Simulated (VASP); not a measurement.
# Au (Fm-3m) in VASP: single point with PBE

Aim: the single point of Au with PBE.

All numbers are computed with VASP 6.6.1; they aren't measurements. Logs are shortened: lines on timing, memory, paths and dates and some standing lists are left out, and cuts for length are marked.

## 1. The cell of the first run

The structure is cubic, space group Fm-3m (No. 225). Conventional cell: a = 4.078 Å, b = 4.078 Å, c = 4.078 Å, α = 90.00°, β = 90.00°, γ = 90.00°. Within 3.8 Å of Au (site symmetry m-3m) lie 12 Au at 2.88 Å.

## 2. Single point, PBE

INCAR

```
ALGO     = Normal         # electronic algorithm
EDIFF    = 1E-6           # SCF threshold, eV
ENCUT    = 500            # plane-wave cutoff, eV
GGA      = PE             # functional
GGA_COMPAT= False        
ISIF     = 2              # what is computed and relaxed
ISMEAR   = -1             # smearing method
LASPH    = True           # aspherical terms in the spheres
LCHARG   = True           # write CHGCAR
LELF     = True           # ELF
LREAL    = False          # projectors in reciprocal space
LVHAR    = True         
LWAVE    = False          # write WAVECAR
NBANDS   = 12             # bands
NELM     = 120            # most SCF steps
PREC     = Accurate       # precision mode
SIGMA    = 0.1            # smearing width, eV
```

KPOINTS

```
k-points
0
Gamma
  8 8 8
```

POSCAR

```
Au
1.0
    0.0000000000      2.0390000000      2.0390000000
    2.0390000000      0.0000000000      2.0390000000
    2.0390000000      2.0390000000      0.0000000000
Au
1
Direct
    0.0000000000      0.0000000000      0.0000000000
```

Potentials or basis: VASP PAW PBE potentials, release 64 (Au).

On the command line:

```console
$ cat potpaw_PBE.64/Au/POTCAR > POTCAR
$ mpirun -np 1 vasp_std > vasp.out
```

OUTCAR:

```text
EDIFF = 1E-6
   ENCUT = 500
   GGA = PE
   ISIF = 2
   ISMEAR = -1
   LASPH = True
   LREAL = False
   NELM = 120
   PREC = Accurate

 ion  position               nearest neighbor table
   1  0.000  0.000  0.000-

  LATTYP: Found a face centered cubic cell.
 ALAT       =     4.0780000000

  Lattice vectors:

 A1 = (   0.0000000000,   2.0390000000,   2.0390000000)
 A2 = (   2.0390000000,   0.0000000000,   2.0390000000)
 A3 = (   2.0390000000,   2.0390000000,   0.0000000000)

Analysis of symmetry for initial positions (statically):
=====================================================================
 Subroutine PRICEL returns:
 Original cell was already a primitive cell.

 Routine SETGRP: Setting up the symmetry group for a
 face centered cubic supercell.

 Subroutine GETGRP returns: Found 48 space group operations
 (whereof 48 operations were pure point group operations)
 out of a pool of 48 trial point group operations.

The static configuration has the point symmetry O_h .

Analysis of symmetry for dynamics (positions and initial velocities):
=====================================================================
 Subroutine PRICEL returns:
 Original cell was already a primitive cell.

 Routine SETGRP: Setting up the symmetry group for a
 face centered cubic supercell.

 Subroutine GETGRP returns: Found 48 space group operations
 (whereof 48 operations were pure point group operations)
 out of a pool of 48 trial point group operations.

The dynamic configuration has the point symmetry O_h .

 Subroutine INISYM returns: Found 48 space group operations
 (whereof 48 operations are pure point group operations),
 and found     1 'primitive' translations

----------------------------------------------------------------------------------------

                                     Primitive cell

  volume of cell :      16.9544

  direct lattice vectors                    reciprocal lattice vectors
     0.000000000  2.039000000  2.039000000    -0.245218244  0.245218244  0.245218244
     2.039000000  0.000000000  2.039000000     0.245218244 -0.245218244  0.245218244
     2.039000000  2.039000000  0.000000000     0.245218244  0.245218244 -0.245218244

  length of vectors
     2.883581454  2.883581454  2.883581454     0.424730458  0.424730458  0.424730458

  position of ions in fractional coordinates (direct lattice)
     0.000000000  0.000000000  0.000000000

  ion indices of the primitive-cell ions
   primitive index   ion index
                 1           1

----------------------------------------------------------------------------------------

 KPOINTS: k-points

Automatic generation of k-mesh.
 Grid dimensions read from file:
 generate k-points for:    8    8    8

 Generating k-lattice:

  Cartesian coordinates                     Fractional coordinates (reciprocal lattice)
    -0.030652281  0.030652281  0.030652281     0.125000000  0.000000000  0.000000000
     0.030652281 -0.030652281  0.030652281     0.000000000  0.125000000  0.000000000
     0.030652281  0.030652281 -0.030652281     0.000000000  0.000000000  0.125000000

  Length of vectors
     0.053091307  0.053091307  0.053091307

  Shift w.r.t. Gamma in fractional coordinates (k-lattice)
     0.000000000  0.000000000  0.000000000

 Subroutine IBZKPT returns following result:
 ===========================================

 Found     29 irreducible k-points:

 Following reciprocal coordinates:
            Coordinates               Weight
  0.000000  0.000000  0.000000      1.000000
  0.125000  0.000000  0.000000      8.000000
  0.250000  0.000000  0.000000      8.000000
  0.375000  0.000000  0.000000      8.000000
  0.500000  0.000000  0.000000      4.000000
  0.125000  0.125000  0.000000      6.000000
[... 16 lines left out ...]
  0.500000  0.250000  0.125000     48.000000
 -0.375000  0.250000  0.125000     24.000000
 [... further k-points ...]
   k-points           NKPTS =     29   k-points in BZ     NKDIM =     29   number of bands    NBANDS=     12
   number of dos      NEDOS =    301   number of ions     NIONS =      1
   total plane-waves  NPLWV =  13824
   dimension x,y,z NGX =    24 NGY =   24 NGZ =   24
   dimension x,y,z NGXF=    48 NGYF=   48 NGZF=   48
   ions per type =               1
   NGX,Y,Z   is equivalent  to a cutoff of  13.84, 13.84, 13.84 a.u.
   NGXF,Y,Z  is equivalent  to a cutoff of  27.67, 27.67, 27.67 a.u.
 SYSTEM =  unknown system
   PREC   = accura    normal or accurate (medium, high low for compatibility)
   ISTART =      0    job   : 0-new  1-cont  2-samecut
   ICHARG =      2    charge: 1-file 2-atom 10-const
   ISPIN  =      1    spin polarized calculation?
   LNONCOLLINEAR =      F non collinear calculations
   LSORBIT =      F    spin-orbit coupling
   LASPH  =      T    aspherical Exc in radial PAW
   ENCUT  =  500.0 eV  36.75 Ry    6.06 a.u.   5.26  5.26  5.26*2*pi/ulx,y,z
   NELM   =    120;   NELMIN=  2; NELMDL= -5     # of ELM steps
   EDIFF  = 0.1E-05   stopping-criterion for ELM
   LREAL  =      F    real-space projection
   EDIFFG = 0.1E-04   stopping-criterion for IOM
   NSW    =      0    number of steps for IOM
   IBRION =     -1    ionic relax: 0-MD 1-quasi-New 2-CG
   NFREE  =      0    steps in history (QN), initial steepest desc. (CG)
   ISIF   =      2    stress and relaxation
   ISYM   =      2    0-nonsym 1-usesym 2-fastsym
   POTIM  = 0.5000    time-step for ionic-motion
   TEBEG  =    0.0;   TEEND  =   0.0 temperature during run
   PSTRESS=    0.0 pullay stress
   NELECT =      11.0000    total number of electrons
   NUPDOWN=      -1.0000    fix difference up-down
   EMIN   =  10.00;   EMAX   =-10.00  energy-range for DOS
   EFERMI =   0.00;   METHOD = LEGACY
   ISMEAR =    -1;   SIGMA  =   0.10  broadening in eV -4-tet -1-fermi 0-gaus
   EFERMI_NEDOS =   21; number of points for ismear=-14 and -15
   IALGO  =     38    algorithm
   IMIX   =      4    mixing-type and parameters
     AMIX     =   0.40;   BMIX     =  1.00
     AMIX_MAG =   1.60;   BMIX_MAG =  1.00
  volume/ion in A,a.u.               =      16.95       114.41
  Fermi-wavevector in a.u.,A,eV,Ry     =   1.417246  2.678206 27.328466  2.008586
  Thomas-Fermi vector in A             =   2.538496
   LORBIT       =      0    0 simple, 1 ext, 2 COOP (PROOUT), +10 PAW based schemes
   GGA     = PE    functional components
   LHFCALC =     F    Hartree Fock is set to
   AEXX    =    0.0000 exact exchange contribution
   IVDW    =     0    specifies the selected vdW correction
   LEPSILON=     F    determine dielectric tensor
   LRPA    =     F    only Hartree local field effects (RPA)
 non-spin polarized calculation
  energy-cutoff  :      500.00
  volume of cell :       16.95
 maximum number of plane-waves:       445
 NGX is ok and might be reduce to    24
   NGX = 11   NGY = 11   NGZ = 11

 number of electron      10.9999999 magnetization

 Free energy of the ion-electron system (eV)
  ---------------------------------------------------
  ext. energy  EPLUGINS =         0.00000000
  ---------------------------------------------------
  free energy    TOTEN  =        -3.16276486 eV

  energy without entropy =       -3.14459405  energy(sigma->0) =       -3.15367945

 E-fermi :   9.5550     XC(G=0): -12.7466

 val. band max:        9.4344110775   @ k =   0.5000   0.2500   0.1250
 cond. band min:       9.7025830261   @ k =   0.5000   0.3750   0.1250
 fundamental gap:      0.2681719486
 Fermi energy:         9.5550238294

 k-point     1 :       0.0000    0.0000    0.0000
  band No.  band energies     occupation
      1      -0.3490      2.00000
      2       4.8455      2.00000
      3       4.8455      2.00000
      4       4.8455      2.00000
      5       6.3748      2.00000
      6       6.3748      2.00000
      7      24.0762      0.00000
      8      28.1066      0.00000
      9      28.1066      0.00000
     10      28.1066      0.00000
     11      33.0256      0.00000
     12      37.7262      0.00000

 k-point     2 :       0.1250    0.0000    0.0000
  band No.  band energies     occupation
      1       0.1850      2.00000
      2       4.6916      2.00000
      3       5.0110      2.00000
      4       5.0110      2.00000
      5       6.3155      2.00000
      6       6.3155      2.00000
      7      24.5443      0.00000
      8      25.5493      0.00000
      9      28.7310      0.00000
     10      28.7310      0.00000
     11      33.0576      0.00000
     12      35.3520      0.00000

 k-point     3 :       0.2500    0.0000    0.0000
  band No.  band energies     occupation
      1       1.4580      2.00000
      2       4.7103      2.00000
      3       5.1265      2.00000
      4       5.1265      2.00000
      5       6.5401      2.00000
      6       6.5401      2.00000
      7      20.7719      0.00000
      8      25.1608      0.00000
      9      29.5813      0.00000
     10      29.5813      0.00000
     11      31.3518      0.00000
     12      32.6272      0.00000

 k-point     4 :       0.3750    0.0000    0.0000
  band No.  band energies     occupation
      1       2.1608      2.00000
      2       4.9229      2.00000
      3       4.9229      2.00000
      4       6.3714      2.00000
      5       7.2222      2.00000
      6       7.2222      2.00000
      7      15.8680      0.00000
      8      24.0531      0.00000
      9      27.7672      0.00000
     10      27.7672      0.00000
     11      33.6444      0.00000
     12      33.6445      0.00000

 k-point     5 :       0.5000    0.0000    0.0000
  band No.  band energies     occupation
      1       2.2027      2.00000
      2       4.8071      2.00000
      3       4.8071      2.00000
      4       7.5864      2.00000
      5       7.5864      2.00000
      6       8.5801      1.99988
      7      12.6633      0.00000
      8      23.5281      0.00000
      9      26.7337      0.00000
     10      26.7337      0.00000
     11      34.5689      0.00000
     12      34.5689      0.00000
[... 228 lines left out ...]
      1       2.4501      2.00000
      2       2.7683      2.00000
      3       7.5414      2.00000
      4       7.9120      2.00000
      5       7.9120      2.00000
      6      10.5690      0.00008
      7      15.3803      0.00000
      8      19.5864      0.00000
      9      19.5864      0.00000
     10      26.8292      0.00000
     11      29.4496      0.00000
     12      37.0576      0.00000

 k-point    22 :       0.3750    0.2500    0.1250
  band No.  band energies     occupation
      1       2.5773      2.00000
      2       3.9227      2.00000
      3       4.8835      2.00000
      4       6.0858      2.00000
      5       6.1794      2.00000
      6       7.6730      2.00000
      7      20.9141      0.00000
      8      22.6730      0.00000
      9      25.8000      0.00000
     10      28.5510      0.00000
     11      30.5343      0.00000
     12      33.7284      0.00000

 k-point    23 :       0.5000    0.2500    0.1250
  band No.  band energies     occupation
      1       3.2270      2.00000
      2       4.3506      2.00000
      3       4.5547      2.00000
      4       5.8913      2.00000
      5       7.0887      2.00000
      6       9.4344      1.53923
      7      16.6004      0.00000
      8      21.5454      0.00000
      9      23.9165      0.00000
     10      28.1142      0.00000
     11      32.0555      0.00000
     12      35.8016      0.00000

 k-point    24 :      -0.3750    0.2500    0.1250
  band No.  band energies     occupation
      1       3.2262      2.00000
      2       4.1672      2.00000
      3       5.2833      2.00000
      4       5.6841      2.00000
      5       7.4458      2.00000
      6      12.2136      0.00000
      7      12.6525      0.00000
      8      21.7913      0.00000
      9      22.7214      0.00000
     10      27.2656      0.00000
     11      33.4848      0.00000
     12      36.4838      0.00000

 [... further k-points ...]

------------------------ aborting loop because EDIFF is reached ----------------------------------------

  FORCE on cell =-STRESS in cart. coord.  units (eV):
  Direction    XX          YY          ZZ          XY          YZ          ZX
  --------------------------------------------------------------------------------------
  -------------------------------------------------------------------------------------
  Total        1.0881266      1.0881266      1.0881266      0.0000000      0.0000000     -0.0000000
  in kB      102.8272749    102.8272749    102.8272749      0.0000000      0.0000000     -0.0000000
  external PRESSURE =     102.8272749 kB  Pullay stress =       0.0000000 kB

 VOLUME and BASIS-vectors are now :
 -----------------------------------------------------------------------------
  energy-cutoff  :      500.00
  volume of cell :       16.95
      direct lattice vectors                 reciprocal lattice vectors
     0.000000000  2.039000000  2.039000000    -0.245218244  0.245218244  0.245218244
     2.039000000  0.000000000  2.039000000     0.245218244 -0.245218244  0.245218244
     2.039000000  2.039000000  0.000000000     0.245218244  0.245218244 -0.245218244

 POSITION                                       TOTAL-FORCE (eV/Angst)
 -----------------------------------------------------------------------------------
      0.00000      0.00000      0.00000         0.000000      0.000000      0.000000
 -----------------------------------------------------------------------------------
    total drift:                               -0.000000     -0.000000      0.000000

  FREE ENERGIE OF THE ION-ELECTRON SYSTEM (eV)
  ---------------------------------------------------
  free  energy   TOTEN  =        -3.1627648575 eV

  energy  without entropy=       -3.1445940471  energy(sigma->0) =       -3.15367945
```

It used 17 s of CPU time on 1 thread of AMD EPYC 7R13 Processor (Zen 3), on a shared host.

What came out:

```
Free energy : -3.1628 eV
Pressure    : 10.3 GPa
```

Levels at points of the mesh, in eV from the Fermi level:
```tsv
k point	band 2	band 3	band 4	band 5	band 6	band 7	band 8	band 9	band 10	band 11
(0.00, 0.00, 0.00)	-4.71	-4.71	-4.71	-3.18	-3.18	14.52	18.55	18.55	18.55	23.47
(0.50, 0.00, 0.00)	-4.75	-4.75	-1.97	-1.97	-0.97	3.11	13.97	17.18	17.18	25.01
(0.50, 0.50, 0.00)	-6.79	-2.01	-1.64	-1.64	1.01	5.83	10.03	10.03	17.27	19.89
```

Caveat: spin-orbit coupling is left out, which moves the levels of the heavy elements.
